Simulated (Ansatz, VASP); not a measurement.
Al2Cu in VASP and in Ansatz

INCAR

```
SYSTEM = Al2Cu
ALGO     = Fast           ! electronic algorithm
EDIFF    = 1E-6           ! SCF threshold, eV
ENCUT    = 520            ! plane-wave cutoff, eV
GGA      = CA             ! functional
ISIF     = 2              ! what is computed and relaxed
ISMEAR   = 0              ! smearing method
LASPH    = .True.         ! aspherical terms in the spheres
LCHARG   = .True.         ! write CHGCAR
LELF     = .True.         ! ELF
LREAL    = .False.        ! projectors in reciprocal space
LVHAR    = .True.       
LWAVE    = .False.        ! write WAVECAR
NBANDS   = 16             ! bands
NELM     = 100            ! most SCF steps
PREC     = Accurate       ! precision mode
SIGMA    = 0.15           ! smearing width, eV
```

Contents of KPOINTS:

```
k-points
0
Gamma
  14 14 14
  0 0 0
```

The input POSCAR:

```
Al2Cu
1.0
   -1.9011281610      1.9011281610      2.9011648577
    1.9011281610     -1.9011281610      2.9011648577
    2.0615017076      2.0615017076     -2.9011648577
Al Cu
2 1
Direct
    0.7500000000      0.2500000000      0.5000000000
    0.2500000000      0.7500000000      0.5000000000
    0.5000000000      0.5000000000      0.0000000000
```

Input for Ansatz:

```yaml
crystal:
  lattice:
    - [-1.901128161, 1.901128161, 2.9011648577]
    - [1.901128161, -1.901128161, 2.9011648577]
    - [2.0615017076, 2.0615017076, -2.9011648577]
  atoms:
    - { symbol: Al, position: [0.75, 0.25, 0.5] }
    - { symbol: Al, position: [0.25, 0.75, 0.5] }
    - { symbol: Cu, position: [0.5, 0.5, 0.0] }
basis:
  ecutwfc: 520.0
kpoints:
  mp_grid: { grid: [14, 14, 14] }
hamiltonian:
  xc: lda
  pseudopotentials: { kind: paw, azcp: { folder: soft_1 } }
scf:
  occupations: { method: gaussian, width: 0.15 }
output:
  forces: true
  stress: true
  eigenvalues: true
```

Change from the starting cell: strain +e along x and -e along y -0.0400, strain +e along z and -e/2 along x and y +0.0233.

Alike in both runs: task single point; functional LDA; k mesh 14 × 14 × 14; occupations gaussian, width 0.15 eV; no spin polarisation.

```csv
,VASP,Ansatz
version,VASP 6.6.1,Ansatz 0.2.0
potentials or method,"VASP PAW LDA potentials, release 64 (Al, Cu), cutoff 520 eV","scalar-relativistic, plane waves, PAW"
valence electrons in the cell,17,25
```

VASP gave:

* gap on the k mesh at the Fermi level (eV): none
* pressure (GPa): 1.2
* traceless stress, the component that is largest in VASP (GPa): -5.07

Which values does Ansatz return?

gap on the k mesh at the Fermi level (eV): none; pressure (GPa): 0.7; traceless stress, the component that is largest in VASP (GPa): -5.10.

Ansatz warns that its potentials were made for another functional, while VASP's fit it. LDA's correlation is that of Perdew and Zunger in VASP and of Perdew and Wang (1992) in Ansatz. A gap of «none» marks a metal or a gap that the smearing closes. VASP's potentials hold 17 valence electrons a cell and Ansatz's 25, so a difference there can come from the potentials and not from the codes.
